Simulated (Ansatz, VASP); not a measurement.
## Two plane-wave programs on TaAgS2

```
CELL_PARAMETERS angstrom
3.30935 0.00000 0.00000
-1.65467 2.86598 0.00000
0.00000 0.00000 7.74079
ATOMIC_POSITIONS crystal
Ta 0.00000 0.00000 0.50000
Ag 0.00000 0.00000 0.00000
S 0.33333 0.66667 0.29330
S 0.66667 0.33333 0.70670
```

Alike in both runs: task single point; functional PBE; k mesh 6 × 6 × 2; occupations gaussian, width 0.1 eV; collinear spin.

|  | VASP | Ansatz |
| --- | --- | --- |
| version | VASP 6.6.1 | Ansatz 0.2.0 |
| potentials or method | VASP PAW PBE potentials, release 64 (Ta_pv, Ag, S), cutoff 520 eV | scalar-relativistic, plane waves, PAW |
| valence electrons in the cell | 34 | 44 |

VASP gave:

| Item | Value |
| --- | --- |
| gap on the k mesh at the Fermi level (eV) | none |
| pressure (GPa) | 0.0 |
| traceless stress, the component that is largest in VASP (GPa) | -0.57 |
| rms of the force components (eV/Å) | 0.006 |
| net moment per atom (μB) | 0.00 |

What did Ansatz give for the same quantities?

gap on the k mesh at the Fermi level (eV): none; pressure (GPa): 0.1; traceless stress, the component that is largest in VASP (GPa): -0.59; rms of the force components (eV/Å): 0.009; net moment per atom (μB): 0.00.

Atom by atom the forces differ by 0.003 eV/Å (rms over components). A gap of «none» marks a metal or a gap that the smearing closes. With one functional, cell and mesh, what is left measures potentials, basis and numerics. VASP's potentials hold 34 valence electrons a cell and Ansatz's 44, so a difference there can come from the potentials and not from the codes. Ansatz's warnings: seeded moment not kept.

The k mesh is coarse, so the values compare programs but aren't converged. Neither program's run includes spin-orbit coupling.
